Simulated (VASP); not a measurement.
# TaOF3 in VASP: single point with PBE

Aim: the single point of TaOF3 with PBE.

Program: VASP 6.6.1. These are calculated values, not measurements. Logs are shortened: lines on timing, memory, paths and dates and some standing lists are left out, and cuts for length are marked.

### Step 1. The cell of the first run

The cell holds a molecule in a box, 5 atoms: a = 11.870 Å, b = 12.110 Å, c = 11.210 Å, α = 90.00°, β = 90.00°, γ = 90.00°.

### Step 2. Single point, PBE, non-collinear spin, zero start, spin-orbit coupling

INCAR

```
SYSTEM = TaOF3
ALGO = Normal
EDIFF = 1E-6
ENCUT = 520
GGA = PE
GGA_COMPAT = .FALSE.
ISIF = 2
ISMEAR = 0
LASPH = .TRUE.
LCHARG = .FALSE.
LMAXMIX = 4
LORBIT = 11
LORBMOM = .TRUE.
LREAL = .FALSE.
LSORBIT = .TRUE.
LWAVE = .FALSE.
MAGMOM = 0 0 0 0 0 0 0 0 0 0 0 0 0 0 0
NBANDS = 53
NELM = 150
PREC = Accurate
SIGMA = 0.01
```

KPOINTS

```
k-points
0
G
  1 1 1
  0 0 0
```

POSCAR

```
TaOF3
1.0
   11.8700000000      0.0000000000      0.0000000000
    0.0000000000     12.1100000000      0.0000000000
    0.0000000000      0.0000000000     11.2100000000
Ta O F
1 1 3
Direct
    0.5033614200      0.4999289800      0.5051231000
    0.6212165100      0.4999289800      0.4161222100
    0.5125518100      0.6282634200      0.5984870700
    0.3791069900      0.4999289800      0.4014273000
    0.5125518100      0.3715937200      0.5984870700
```

Potentials or basis: VASP PAW PBE potentials, release 64 (Ta_pv, O, F).

Started as:

```
$ cat potpaw_PBE.64/Ta_pv/POTCAR potpaw_PBE.64/O/POTCAR potpaw_PBE.64/F/POTCAR > POTCAR
$ mpirun -np 1 vasp_ncl > vasp.out
```

OUTCAR:

```text
SYSTEM = TaOF3
   EDIFF = 1E-6
   ENCUT = 520
   GGA = PE
   ISIF = 2
   ISMEAR = 0
   LASPH = .TRUE.
   LORBIT = 11
   LREAL = .FALSE.
   LSORBIT = .TRUE.
   NELM = 150
   PREC = Accurate

 ion  position               nearest neighbor table
   1  0.503  0.500  0.505-   2 1.72   3 1.88   5 1.88   4 1.88
   2  0.621  0.500  0.416-   1 1.72
   3  0.513  0.628  0.598-   1 1.88
   4  0.379  0.500  0.401-   1 1.88
   5  0.513  0.372  0.598-   1 1.88

  LATTYP: Found a simple orthorhombic cell.
 ALAT       =    11.2100000000
 B/A-ratio  =     1.0588760036
 C/A-ratio  =     1.0802854594

  Lattice vectors:

 A1 = (   0.0000000000,   0.0000000000,  11.2100000000)
 A2 = (  11.8700000000,   0.0000000000,   0.0000000000)
 A3 = (   0.0000000000,  12.1100000000,   0.0000000000)

Analysis of symmetry for initial positions (statically):
=====================================================================
 Subroutine PRICEL returns:
 Original cell was already a primitive cell.

 Routine SETGRP: Setting up the symmetry group for a
 simple orthorhombic supercell.

 Subroutine GETGRP returns: Found  2 space group operations
 (whereof  1 operations were pure point group operations)
 out of a pool of  8 trial point group operations.

The static configuration has the point symmetry C_1 .
 The point group associated with its full space group is C_1h.

Analysis of symmetry for dynamics (positions and initial velocities):
=====================================================================
 Subroutine PRICEL returns:
 Original cell was already a primitive cell.

 Routine SETGRP: Setting up the symmetry group for a
 simple orthorhombic supercell.

 Subroutine GETGRP returns: Found  2 space group operations
 (whereof  1 operations were pure point group operations)
 out of a pool of  8 trial point group operations.

The dynamic configuration has the point symmetry C_1 .
 The point group associated with its full space group is C_1h.

Analysis of structural, dynamic, and magnetic symmetry:
=====================================================================
 Subroutine PRICEL returns:
 Original cell was already a primitive cell.

 Routine SETGRP: Setting up the symmetry group for a
 simple orthorhombic supercell.

 Subroutine GETGRP returns: Found  2 space group operations
 (whereof  1 operations were pure point group operations)
 out of a pool of  8 trial point group operations.

The overall configuration has the point symmetry C_1 .
 The point group associated with its full space group is C_1h.

 Subroutine INISYM returns: Found  2 space group operations
 (whereof  1 operations are pure point group operations),
 and found     1 'primitive' translations

----------------------------------------------------------------------------------------

                                     Primitive cell

  volume of cell :    1611.3893

  direct lattice vectors                    reciprocal lattice vectors
    11.870000000  0.000000000  0.000000000     0.084245998  0.000000000  0.000000000
     0.000000000 12.110000000  0.000000000     0.000000000  0.082576383  0.000000000
     0.000000000  0.000000000 11.210000000     0.000000000  0.000000000  0.089206066

  length of vectors
    11.870000000 12.110000000 11.210000000     0.084245998  0.082576383  0.089206066

  position of ions in fractional coordinates (direct lattice)
     0.503361420  0.499928980  0.505123100
     0.621216510  0.499928980  0.416122210
     0.512551810  0.628263420  0.598487070
     0.379106990  0.499928980  0.401427300
     0.512551810  0.371593720  0.598487070

  ion indices of the primitive-cell ions
   primitive index   ion index
                 1           1
                 2           2
                 3           3
                 4           4
                 5           5

----------------------------------------------------------------------------------------

 KPOINTS: k-points
[... 99 lines left out ...]

 val. band max:       -8.3263753768   @ k =   0.0000   0.0000   0.0000
 cond. band min:      -2.5175116977   @ k =   0.0000   0.0000   0.0000
 fundamental gap:      5.8088636791
 Fermi energy:        -8.2429027372

 k-point     1 :       0.0000    0.0000    0.0000
  band No.  band energies     occupation
      1     -46.7240      1.00000
      2     -46.7240      1.00000
      3     -39.2941      1.00000
      4     -39.2941      1.00000
      5     -39.2402      1.00000
      6     -39.2402      1.00000
[... 42 lines left out ...]
     49      -0.6801      0.00000
     50      -0.6801      0.00000
 [bands above 50 left out]

------------------------ aborting loop because EDIFF is reached ----------------------------------------

  FORCE on cell =-STRESS in cart. coord.  units (eV):
  Direction    XX          YY          ZZ          XY          YZ          ZX
  --------------------------------------------------------------------------------------
  -------------------------------------------------------------------------------------
  Total        0.7008917      0.2695213      0.4549760      0.0000000      0.0000000     -0.3801441
  in kB        0.6968849      0.2679805      0.4523750      0.0000000      0.0000000     -0.3779709
  external PRESSURE =       0.4724135 kB  Pullay stress =       0.0000000 kB

 VOLUME and BASIS-vectors are now :
 -----------------------------------------------------------------------------
  energy-cutoff  :      520.00
  volume of cell :     1611.39
      direct lattice vectors                 reciprocal lattice vectors
    11.870000000  0.000000000  0.000000000     0.084245998  0.000000000  0.000000000
     0.000000000 12.110000000  0.000000000     0.000000000  0.082576383  0.000000000
     0.000000000  0.000000000 11.210000000     0.000000000  0.000000000  0.089206066

 POSITION                                       TOTAL-FORCE (eV/Angst)
 -----------------------------------------------------------------------------------
      5.97490      6.05414      5.66243        -0.163001      0.000000      0.176867
      7.37384      6.05414      4.66473         0.450562      0.000000     -0.338758
      6.08399      7.60827      6.70904        -0.059777      0.137014      0.105417
      4.50000      6.05414      4.50000        -0.168007      0.000000     -0.048944
      6.08399      4.50000      6.70904        -0.059777     -0.137014      0.105417
 -----------------------------------------------------------------------------------
    total drift:                                0.002690      0.018724     -0.000590

  FREE ENERGIE OF THE ION-ELECTRON SYSTEM (eV)
  ---------------------------------------------------
  free  energy   TOTEN  =       -36.9626950262 eV

  energy  without entropy=      -36.9626950262  energy(sigma->0) =      -36.96269503

 orbital moment (x)

 # of ion     p       d       tot
 ----------------------------------------
  1         0.000   0.000   0.000
  2         0.000   0.000   0.000
  3        -0.000   0.000  -0.000
  4         0.000   0.000   0.000
  5         0.000   0.000   0.000
 ----------------------------------------
            0.000   0.000   0.000

 orbital moment (y)

 # of ion     p       d       tot
 ----------------------------------------
  1        -0.000  -0.000  -0.000
  2        -0.000   0.000  -0.000
  3         0.000   0.000   0.000
  4        -0.000   0.000  -0.000
  5         0.000   0.000   0.000
 ----------------------------------------
           -0.000  -0.000  -0.000

 orbital moment (z)

 # of ion     p       d       tot
 ----------------------------------------
  1        -0.000   0.000   0.000
  2         0.000   0.000   0.000
  3        -0.000   0.000  -0.000
  4         0.000   0.000   0.000
  5         0.000   0.000   0.000
 ----------------------------------------
           -0.000   0.000   0.000

 Spin-Orbit-Coupling matrix elements

 Ion:    1  E_soc:     -1.2744055
 l=   1
     0.0000000    -0.2005396    -0.2019465
    -0.2005396     0.0000000    -0.2032401
    -0.2019465    -0.2032401     0.0000000
 l=   2
     0.0000000    -0.0018975     0.0000000    -0.0020534    -0.0079087
    -0.0018975     0.0000000    -0.0057577    -0.0025815    -0.0020381
     0.0000000    -0.0057577     0.0000000    -0.0061178     0.0000000
    -0.0020534    -0.0025815    -0.0061178     0.0000000    -0.0031219
    -0.0079087    -0.0020381     0.0000000    -0.0031219     0.0000000
 l=   3
     0.0000000     0.0000000     0.0000000     0.0000000     0.0000000     0.0000000     0.0000000
     0.0000000     0.0000000     0.0000000     0.0000000     0.0000000     0.0000000     0.0000000
     0.0000000     0.0000000     0.0000000     0.0000000     0.0000000     0.0000000     0.0000000
     0.0000000     0.0000000     0.0000000     0.0000000     0.0000000     0.0000000     0.0000000
[... 69 lines left out ...]
 l=   2
     0.0000000     0.0000000     0.0000000     0.0000000     0.0000000
     0.0000000     0.0000000     0.0000000     0.0000000     0.0000000
     0.0000000     0.0000000     0.0000000     0.0000000     0.0000000
     0.0000000     0.0000000     0.0000000     0.0000000     0.0000000
     0.0000000     0.0000000     0.0000000     0.0000000     0.0000000
 l=   3
     0.0000000     0.0000000     0.0000000     0.0000000     0.0000000     0.0000000     0.0000000
     0.0000000     0.0000000     0.0000000     0.0000000     0.0000000     0.0000000     0.0000000
     0.0000000     0.0000000     0.0000000     0.0000000     0.0000000     0.0000000     0.0000000
     0.0000000     0.0000000     0.0000000     0.0000000     0.0000000     0.0000000     0.0000000
     0.0000000     0.0000000     0.0000000     0.0000000     0.0000000     0.0000000     0.0000000
     0.0000000     0.0000000     0.0000000     0.0000000     0.0000000     0.0000000     0.0000000
     0.0000000     0.0000000     0.0000000     0.0000000     0.0000000     0.0000000     0.0000000

 total charge

# of ion       s       p       d       tot
------------------------------------------
    1        0.364   6.289   2.473   9.126
    2        1.601   3.394   0.000   4.994
    3        1.746   4.334   0.000   6.080
    4        1.746   4.334   0.000   6.080
    5        1.746   4.334   0.000   6.080
--------------------------------------------------
tot          7.203  22.683   2.473  32.360

 magnetization (x)

# of ion       s       p       d       tot
------------------------------------------
    1        0.000   0.000   0.000   0.000
    2        0.000   0.000   0.000   0.000
    3       -0.000   0.000   0.000   0.000
    4        0.000   0.000   0.000   0.000
    5        0.000  -0.000   0.000  -0.000
--------------------------------------------------
tot          0.000   0.000   0.000   0.000

 magnetization (y)

# of ion       s       p       d       tot
------------------------------------------
    1        0.000   0.000   0.000   0.000
    2        0.000  -0.000   0.000  -0.000
    3       -0.000   0.000   0.000   0.000
    4        0.000   0.000   0.000   0.000
    5       -0.000   0.000   0.000   0.000
--------------------------------------------------
tot          0.000  -0.000   0.000  -0.000

 magnetization (z)

# of ion       s       p       d       tot
------------------------------------------
    1        0.000   0.000   0.000   0.000
    2        0.000   0.000   0.000   0.000
    3       -0.000   0.000   0.000   0.000
    4        0.000   0.000   0.000   0.000
    5        0.000  -0.000   0.000  -0.000
--------------------------------------------------
tot          0.000   0.000   0.000   0.000
```

Run time: 18 min. Hardware: 1 thread of Intel Xeon Platinum 8175M at 2.50GHz (Skylake/Cascade Lake), shared host; peak memory 3.6 GiB.

Results:

| Quantity | Value |
| --- | --- |
| Free energy | -36.9627 eV |
| Largest force | 0.564 eV/Å |
| Net moment | 0.00 μB per cell |
| Valence electrons inside the program's atomic spheres | Ta 9.13; O 4.99; F 6.08 |

Forces in eV/Å, atoms in the order of the input:
```
Ta  -0.163  0.000  0.177
O    0.451  0.000 -0.339
F   -0.060  0.137  0.105
F   -0.168  0.000 -0.049
F   -0.060 -0.137  0.105
```

Moments on the atoms (μB; x, y, z):
```
Ta  0.00 0.00 0.00
O   0.00 0.00 0.00
F   0.00 0.00 0.00
F   0.00 0.00 0.00
F   0.00 0.00 0.00
```
